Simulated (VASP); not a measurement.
The system is Cd2S.

```
Cd S
1.0
     3.96267    0.00000    0.00000
    -1.98134    3.43177    0.00000
     0.00000    0.00000    5.80919
Cd S
2 1
Direct
  0.33333 0.66667 0.93272
  0.66667 0.33333 0.57873
  0.33333 0.66667 0.36571
```

Base run:

| Property | Result |
| --- | --- |
| Program | VASP 6.6.1 |
| Functional | PBEsol |
| Potentials or basis | VASP PAW PBE potentials, release 64 (Cd, S) |
| Cutoff | 520 eV |
| k mesh | 7 × 7 × 4 |
| Occupations | fermi-dirac, width 0.05 eV |
| Spin | no spin polarisation |

Its results: band gap on the k mesh 0.50 eV (least direct gap 0.82 eV); pressure -2.9 GPa; largest force 0.100 eV/Å.

Question: The run is repeated on the same cell with these changes: functional from PBEsol to r2SCAN-based global hybrid with 25 % exact exchange; k mesh from 7 × 7 × 4 to 5 × 5 × 3. What comes out?

Answer: Band gap on the k mesh 1.98 eV (least direct gap 2.11 eV); pressure -2.2 GPa; largest force 0.180 eV/Å.

Several settings changed at once.

Caveats: the PAW data sets were made with another functional, which shifts forces and pressure a little; semilocal functionals underestimate gaps, and a narrow one can read as zero (at least some runs).

A k mesh can miss the band edges.
